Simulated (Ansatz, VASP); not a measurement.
# Se in VASP and in Ansatz

INCAR

```
PREC = Accurate
ENCUT = 520
EDIFF = 1E-6
ISMEAR = -1
SIGMA = 0.05
LREAL = False
LASPH = True
NELM = 100
ALGO = Normal
ISIF = 2
LWAVE = False
LCHARG = False
GGA = PS
NBANDS = 13
```

Contents of KPOINTS:

```
Automatic mesh
0
Gamma
  8 8 4
```

File POSCAR:

```
Se
1.0
    1.3942690000     -4.0390030000      0.0000000000
    1.3942690000      4.0390030000      0.0000000000
    0.0000000000      0.0000000000      4.6134310000
Se
2
Direct
    0.9356550000      0.0643450000      0.2500000000
    0.0643450000      0.9356550000      0.7500000000
```

Input for Ansatz:

```yaml
crystal:
  lattice:
    - [1.394269, -4.039003, 0.0]
    - [1.394269, 4.039003, 0.0]
    - [0.0, 0.0, 4.613431]
  atoms:
    - { symbol: Se, position: [0.935655, 0.064345, 0.25] }
    - { symbol: Se, position: [0.064345, 0.935655, 0.75] }
basis:
  ecutwfc: 500.0
kpoints:
  mp_grid:
    grid: [8, 8, 4]
hamiltonian:
  xc: pbesol
scf:
  convergence:
    dr2_threshold: 1.0e-10
  occupations:
    method: fermi_dirac
    width: 0.05
output:
  stress: true
```

Alike in both runs: task single point; functional PBEsol; k mesh 8 × 8 × 4; occupations fermi-dirac, width 0.05 eV; no spin polarisation.

|  | VASP | Ansatz |
| --- | --- | --- |
| version | VASP 6.6.1 | Ansatz 0.2.0 |
| potentials or method | VASP PAW PBE potentials, release 64 (Se), cutoff 520 eV | plane waves, PAW |
| valence electrons in the cell | 12 | 32 |

|  | VASP | Ansatz | Ansatz less VASP |
| --- | --- | --- | --- |
| pressure (GPa) | -0.6 | -0.7 | -0.10 |
| traceless stress, the component that is largest in VASP (GPa) | 1.24 | 1.15 | -0.087 |

VASP's potentials were made for PBE, not for PBEsol. VASP's potentials hold 12 valence electrons a cell and Ansatz's 32, so a difference there can come from the potentials and not from the codes.
